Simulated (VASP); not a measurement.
# Ti16SiO32 (a cell with a defect) in VASP: a series of runs, part 2 of 2

VASP 6.6.1. Earlier steps stand in the parts before.

## 3. Single point, PBE

INCAR reads:

```
PREC     = Accurate       # precision mode
ENCUT    = 520            # plane-wave cutoff, eV
EDIFF    = 1E-6           # SCF threshold, eV
ISMEAR   = -1             # smearing method
SIGMA    = 0.02           # smearing width, eV
LREAL    = Auto         
LASPH    = True           # aspherical terms in the spheres
NELM     = 80             # most SCF steps
ALGO     = Normal         # electronic algorithm
ISIF     = 2              # what is computed and relaxed
LWAVE    = False          # write WAVECAR
LCHARG   = False          # write CHGCAR
GGA      = PE             # functional
NBANDS   = 224            # bands
```

KPOINTS reads:

```
Automatic mesh
0
Gamma
  1 1 1
```

POSCAR reads:

```
Ti16SiO32
1.0
    7.5784000000      0.0000000000      0.0000000000
    0.0000000000      7.5784000000      0.0000000000
    0.0000000000      0.0000000000      9.5370000000
Ti O Si
16 32 1
Direct
    0.0074685950      0.0517391534     -0.0112299465
    0.0046051937      0.3120051726      0.2464716368
    0.4788081917      0.0401535944     -0.0025794275
    0.4960413808      0.2756254618      0.2235189263
   -0.0429906049      0.5552227383     -0.0112299465
   -0.0337142405      0.7900744220      0.2323057565
    0.2522300222      0.3033357965      0.4861172276
    0.1951203420      0.5243191175      0.7301562336
    0.4229916605      0.5074949857      0.0245150467
    0.4856170168      0.7914995250      0.2259620426
    0.7307083289      0.2917106513      0.4785467128
    0.7313021218      0.5177873958      0.7419523959
    0.2655705690      0.7775519899      0.4734088288
    0.2421355431      0.0120605933      0.7273985530
    0.7395888314      0.8018974982      0.4839362483
    0.7646468912      0.0381742848      0.7242529097
   -0.0087353531      0.0311411380      0.1896298626
   -0.0210598543      0.2752032091      0.4547132222
   -0.0228940146      0.2824078961      0.0500681556
   -0.0017549879      0.0906259897      0.7910873440
    0.4135305605      0.0239628418      0.1871343190
    0.4768420775      0.2715348886      0.4474992136
    0.5011479996      0.2770373694      0.0085561497
    0.4769608361     -0.0319724480      0.7590646954
   -0.0843581759      0.5573999789      0.1840515885
   -0.0195951652      0.7875672965      0.4418265702
    0.0309300116      0.7760081284      0.0183076439
   -0.0334503325      0.4756149055      0.7630282059
    0.2260899398      0.2767074844      0.6817342980
    0.2006756043      0.4581046131      0.9299150676
    0.2101367043      0.5237913016      0.5308168187
    0.2079726591      0.2720363137      0.2857816924
    0.4345112425      0.5355747915      0.2252595156
    0.4953816109      0.8203314684      0.4326517773
    0.4693207009      0.7729863823     -0.0088707141
    0.4863295682      0.6118837749      0.7724127084
    0.6978253985      0.2764171857      0.7005137884
    0.7177636440      0.5699092157      0.9365838314
    0.7075504064      0.5256650480      0.5144489882
    0.7062176713      0.2576269397      0.2664255007
    0.1897234245      0.7615855590      0.6945685226
    0.2468990816      0.0639053098      0.9296529307
    0.2076691650      0.0215612794      0.5275348642
    0.2342446955      0.7764831627      0.2811471113
    0.7565713079      0.7743718991      0.6979133900
    0.7068378550     -0.0370130898      0.9272412708
    0.7357489708      0.0439670643      0.5366362588
    0.7125514621      0.8235775362      0.2376638356
    0.5779452127      0.7810487702      0.8448673587
```

Potentials or basis: VASP PAW PBE potentials, release 64 (Ti_sv, O, Si).

Command:

```sh
$ cat potpaw_PBE.64/Ti_sv/POTCAR potpaw_PBE.64/O/POTCAR potpaw_PBE.64/Si/POTCAR > POTCAR
$ mpirun -np 1 vasp_gam > vasp.out
```

OUTCAR:

```text
PREC = Accurate
   ENCUT = 520
   EDIFF = 1E-6
   ISMEAR = -1
   LREAL = Auto
   LASPH = True
   NELM = 80
   ISIF = 2
   GGA = PE

 ion  position               nearest neighbor table
   1  0.007  0.052  0.989-  19 1.86  42 1.90  20 1.91  17 1.93  27 2.12
   2  0.005  0.312  0.246-  32 1.61  19 1.90  18 2.01  25 2.07  17 2.20  40 2.31
   3  0.479  0.040  0.997-  23 1.81  21 1.88  42 1.88  46 1.94  35 2.03  24 2.34  49 2.56   4 2.80
                            10 2.88
   4  0.496  0.276  0.224-  40 1.65  33 2.02  21 2.04  23 2.05  22 2.14  32 2.26   9 2.65   3 2.80

   5  0.957  0.555  0.989-  27 1.79  38 1.88  25 1.89  30 2.07  19 2.15  28 2.24
   6  0.966  0.790  0.232-  25 1.86  17 1.88  48 1.94  26 2.00  44 2.09  27 2.10
   7  0.252  0.303  0.486-  31 1.75  22 1.76  29 1.89  32 1.95  18 2.10  43 2.20   8 2.90
   8  0.195  0.524  0.730-  28 1.80  41 1.83  31 1.90  29 1.95  30 1.97  36 2.34   7 2.90
   9  0.423  0.507  0.025-  23 1.85  33 1.93  30 1.95  35 2.07  38 2.43   4 2.65  49 2.93
  10  0.486  0.791  0.226-  48 1.74  21 1.88  33 1.98  44 1.98  34 1.98  35 2.25   3 2.88  13 2.89
[... 26 lines left out ...]
  35  0.469  0.773  0.991-  49 1.62   3 2.03   9 2.07  10 2.25
[... 277 lines left out ...]
  band No.  band energies     occupation
      1     -52.3676      2.00000
      2     -52.3531      2.00000
      3     -52.2601      2.00000
      4     -52.2202      2.00000
      5     -52.1404      2.00000
      6     -52.0908      2.00000
[... 198 lines left out ...]
    205       7.3524      0.00000
    206       7.3850      0.00000
 [bands above 206 left out]

------------------------ aborting loop because EDIFF is reached ----------------------------------------

  FORCE on cell =-STRESS in cart. coord.  units (eV):
  Direction    XX          YY          ZZ          XY          YZ          ZX
  --------------------------------------------------------------------------------------
  -------------------------------------------------------------------------------------
  Total       47.7989862     22.8954323     38.1449256     -3.7876375      5.0924818     -2.3705046
  in kB      139.8177911     66.9718967    111.5785012    -11.0792959     14.8961226     -6.9340113
  external PRESSURE =     106.1227297 kB  Pullay stress =       0.0000000 kB

 VOLUME and BASIS-vectors are now :
 -----------------------------------------------------------------------------
  energy-cutoff  :      520.00
  volume of cell :      547.73
      direct lattice vectors                 reciprocal lattice vectors
     7.578400000  0.000000000  0.000000000     0.131953974  0.000000000  0.000000000
     0.000000000  7.578400000  0.000000000     0.000000000  0.131953974  0.000000000
     0.000000000  0.000000000  9.537000000     0.000000000  0.000000000  0.104854776

 POSITION                                       TOTAL-FORCE (eV/Angst)
 -----------------------------------------------------------------------------------
      0.05660      0.39210      9.42990         0.208152     -0.073623      0.039445
      0.03490      2.36450      2.35060        -6.366388     -1.093272     -0.710289
      3.62860      0.30430      9.51240        -1.328355      0.664347      0.220044
      3.75920      2.08880      2.13170        -4.546312     -0.153055     -0.255774
      7.25260      4.20770      9.42990         1.289695     -2.261140     -0.841745
      7.32290      5.98750      2.21550         1.867760      1.354057      0.925418
[... 41 lines left out ...]
      5.40000      6.24140      2.26660         3.193565      0.065500      1.885692
      4.37990      5.91910      8.05750         1.466827      1.575338     -1.354069
 -----------------------------------------------------------------------------------
    total drift:                                0.011095      0.058744     -0.006370

  FREE ENERGIE OF THE ION-ELECTRON SYSTEM (eV)
  ---------------------------------------------------
  free  energy   TOTEN  =      -426.6772437150 eV

  energy  without entropy=     -426.6735303773  energy(sigma->0) =     -426.67538705
```

OSZICAR:

```text
N       E                     dE             d eps       ncg     rms          rms(c)
DAV:   1     0.807318294070E+04    0.80732E+04   -0.21254E+05   448   0.222E+03
DAV:   2     0.158533399143E+04   -0.64878E+04   -0.62998E+04   448   0.710E+02
DAV:   3    -0.305310447223E+03   -0.18906E+04   -0.18100E+04   576   0.308E+02
[... 15 lines left out ...]
DAV:  19    -0.426677229051E+03   -0.36109E-04   -0.17972E-04   672   0.616E-02    0.253E-02
DAV:  20    -0.426677236919E+03   -0.78672E-05   -0.81266E-05   648   0.419E-02    0.137E-02
DAV:  21    -0.426677241781E+03   -0.48622E-05   -0.24482E-05   632   0.221E-02    0.981E-03
DAV:  22    -0.426677242788E+03   -0.10070E-05   -0.83804E-06   472   0.121E-02    0.372E-03
DAV:  23    -0.426677243715E+03   -0.92719E-06   -0.19752E-06   312   0.640E-03
   1 F= -.42667724E+03 E0= -.42667539E+03  d E =-.371334E-02
```

stdout:

```text
POSCAR found type information on POSCAR TiO Si
 POSCAR found :  3 types and      49 ions
 scaLAPACK will be used
 LDA part: xc-table for (Slater+PW92), standard interpolation
 POSCAR, INCAR and KPOINTS ok, starting setup
 FFT: planning ... GRIDC
 FFT: planning ... GRID_SOFT
 FFT: planning ... GRID
 WAVECAR not read
 entering main loop
```

Wall time 4.8 min (1 thread of Intel Xeon Platinum 8375C at 2.90GHz (Ice Lake), shared host); peak memory 0.51 GiB.

Results:

* Free energy: -426.6772 eV
* Pressure: 10.6 GPa
* Largest force: 6.499 eV/Å
* Band gap on the k mesh: 0.19 eV

Forces in eV/Å, atoms in the order of the input:
```
Ti   0.208 -0.074  0.039
Ti  -6.366 -1.093 -0.710
Ti  -1.328  0.664  0.220
Ti  -4.546 -0.153 -0.256
Ti   1.290 -2.261 -0.842
Ti   1.868  1.354  0.925
Ti  -1.827 -3.632  1.941
Ti   1.705 -1.202  1.170
Ti  -0.537  1.148 -2.547
Ti  -2.469 -1.082 -1.680
Ti   0.205  0.115  0.930
Ti  -0.120 -2.337 -3.042
Ti  -3.444  1.064  0.877
Ti  -2.411  0.929 -1.543
Ti   1.226 -1.805  0.576
Ti   1.030  1.657  1.542
O   -0.324 -0.029  0.433
O   -1.166  0.590 -1.415
O   -0.574  0.649 -1.472
O   -2.385 -1.362 -0.799
O    0.554  1.142  0.553
O    1.153 -0.456 -1.063
O    1.044  1.409  0.230
O    2.151 -0.795  0.545
O    0.707 -1.680  1.067
O   -1.768 -0.071 -1.347
O   -0.031  1.258 -0.031
O   -0.679  1.010  1.075
O    1.342 -0.363  0.430
O    1.678  1.857  1.774
O    0.782  3.340 -1.869
O    5.712  0.075 -0.873
O    0.799 -0.897 -0.924
O    0.795 -0.225  0.267
O   -1.627 -0.852  3.168
O   -1.884 -2.103 -0.838
O   -0.642  0.904  0.125
O   -0.092  0.492  0.910
O    0.246  1.549  0.688
O    5.089  0.071  1.241
O   -0.092  2.158  0.014
O   -0.008 -0.555  1.359
O    1.207 -0.865 -0.341
O   -1.595 -0.132  0.387
O   -0.740  0.616  0.668
O    1.521 -0.455 -0.188
O   -0.315 -1.215 -1.902
O    3.194  0.066  1.886
Si   1.467  1.575 -1.354
```

Levels at points of the mesh, in eV from the valence-band top:
```
           k point  band 192  band 193  band 194  band 195  band 196  band 197
(0.00, 0.00, 0.00)     -2.53     -0.49      0.00      0.19      0.27      0.38
```

Caveat: the k points lie up to 0.83 Å⁻¹ apart.

## 4. Single point, PBE

INCAR reads:

```
ALGO = Normal
EDIFF = 1E-7
ENCUT = 520
GGA = PE
ISIF = 2
ISMEAR = -1
LASPH = True
LCHARG = False
LREAL = Auto
LWAVE = False
NBANDS = 224
NELM = 60
PREC = Accurate
SIGMA = 0.02
```

KPOINTS reads:

```
k-points
0
Gamma
  1 1 1
```

POSCAR reads:

```
Ti16SiO32
1.0
    7.5784000000      0.0000000000      0.0000000000
    0.0000000000      7.5784000000      0.0000000000
    0.0000000000      0.0000000000      9.5370000000
Ti O Si
16 32 1
Direct
   -0.0425947430      0.0206112108      0.0069309007
   -0.0210466589      0.2506597699      0.2781272937
    0.4688852528      0.0197139238      0.0344343085
    0.4886255674      0.2739496464      0.2682394883
   -0.0454713396      0.5404043070      0.0156023907
   -0.0524121187      0.7564261586      0.2533920520
    0.2451440937      0.2575081811      0.5037013736
    0.2190831838      0.5347962631      0.7486735871
    0.4449092157      0.5000000000      0.0201006606
    0.4310540483      0.7452760477      0.2657963720
    0.7316847883      0.2713501531      0.5056307015
    0.7316188114      0.5048031247      0.7428960889
    0.1836139555      0.7555288715      0.5152983118
    0.2244932967      0.0312598965      0.7542413757
    0.7052412119      0.7454607833      0.4942225018
    0.7296658925      0.0326586087      0.7307434204
   -0.0293069777      0.0166130054      0.2200272622
   -0.0120605933      0.2509632640      0.4753696131
   -0.1007600549      0.2452100707      0.0249134948
   -0.0333183785      0.0180117175      0.8120058719
    0.4681331152      0.0184075794      0.2308692461
    0.4847989021      0.2694236250      0.4601446996
    0.4931911749      0.2733690489      0.0681346335
    0.4655600127     -0.0184075794      0.8097619797
   -0.0420801225      0.5010952180      0.2081681871
   -0.0499313839      0.7792014145      0.4621683968
   -0.0013987121      0.7691861079      0.0467232882
   -0.0354956191      0.5198590732      0.7819335221
    0.2512667582      0.2603715824      0.7134318968
    0.1993824554      0.5231579225      0.9592953759
    0.2438377494      0.5013327351      0.5468491140
    0.2311965586      0.2951282593      0.3045297263
    0.4475482952      0.5242135543      0.2277236028
    0.4487886625      0.7636044548      0.4571458530
    0.4625250713      0.7469386678      0.0466603754
    0.4343133115      0.6187057954      0.8289399182
    0.6428401773      0.2755990710      0.7227010590
    0.7020347303      0.5917607938      0.9892943274
    0.7564525494      0.5269450016      0.5486211597
    0.7366726486      0.3005119814      0.3136311209
    0.1757890848      0.7646073050      0.7222187271
    0.2201388156     -0.0006201837      0.9810212855
    0.2251530666      0.0245830254      0.5504456328
    0.1926791935      0.7836086773      0.3157177309
    0.7040272353      0.7535759527      0.7328405159
    0.7088303600     -0.0650005278      0.9795742896
    0.7262878708      0.0349414124      0.5417636573
    0.7142008867      0.7676950280      0.2880884974
    0.5765728914      0.7691333263      0.9081786725
```

Command:

```sh
$ cat potpaw_PBE.64/Ti_sv/POTCAR potpaw_PBE.64/O/POTCAR potpaw_PBE.64/Si/POTCAR > POTCAR
$ mpirun -np 1 vasp_gam > vasp.out
```

Run time: 6 min. Hardware: 1 thread of Intel Xeon Platinum 8375C at 2.90GHz (Ice Lake), shared host; peak memory 0.51 GiB.

It converged, with:

- Free energy: -427.7245 eV
- Pressure: 10.6 GPa
- Largest force: 6.360 eV/Å
- Band gap on the k mesh: 0.13 eV

Forces in eV/Å, atoms in the order of the input:
```
Ti   1.339  0.702  0.486
Ti   0.551  0.091 -1.610
Ti  -3.224  2.606  0.827
Ti  -1.186 -1.203 -0.077
Ti   0.722 -2.144 -1.652
Ti   1.993  0.636 -0.191
Ti  -1.026  0.060  0.092
Ti  -0.865 -1.481  1.601
Ti  -2.102 -1.163 -0.594
Ti   0.333  4.243  1.324
Ti  -0.257  0.541  0.947
Ti   0.291  0.077  2.126
Ti   1.906  0.651 -0.658
Ti  -0.587 -1.000  2.185
Ti  -0.951  2.857 -0.763
Ti  -0.507  0.262  2.946
O   -0.326  0.299  0.204
O   -0.694  0.668  0.096
O    0.479  1.568  1.129
O   -0.689  0.525 -3.110
O    0.321 -0.220 -0.449
O    0.423  0.213  1.570
O    0.692 -1.558 -1.862
O    1.500 -1.152  0.574
O    0.558  0.784  0.188
O   -0.271 -0.111  0.754
O   -0.785 -0.877  1.534
O   -0.491 -1.104  0.605
O   -0.102  1.377  1.066
O    0.388 -1.641  1.152
O   -0.909  2.580  0.822
O   -0.459 -0.758 -0.832
O    0.582 -2.640 -0.989
O    0.937 -0.075  1.643
O   -2.991  3.539  3.858
O    2.862 -1.234 -1.324
O    1.286 -0.746 -0.100
O    0.129 -1.244 -2.759
O    0.045 -1.716 -0.311
O   -0.600 -0.280 -1.288
O    0.080  1.226 -1.775
O    0.607  1.387 -0.422
O    0.026 -2.639  0.393
O    0.142 -0.543 -1.745
O   -0.719  2.166  0.317
O   -0.674  0.411 -1.226
O    0.321 -3.177 -0.522
O   -1.958 -0.255  0.850
Si   3.858 -0.508 -5.031
```

Stress tensor (GPa, compression positive):
```
 5.04 -0.69 -2.39
-0.69 12.84 -0.21
-2.39 -0.21 13.94
```

Levels at points of the mesh, in eV from the valence-band top:
| k point | band 191 | band 192 | band 193 | band 194 | band 195 | band 196 | band 197 | band 198 |
| --- | --- | --- | --- | --- | --- | --- | --- | --- |
| (0.00, 0.00, 0.00) | -2.80 | -2.80 | -0.19 | 0.00 | 0.13 | 0.17 | 0.24 | 0.31 |

Caveat: the k points lie up to 0.83 Å⁻¹ apart.
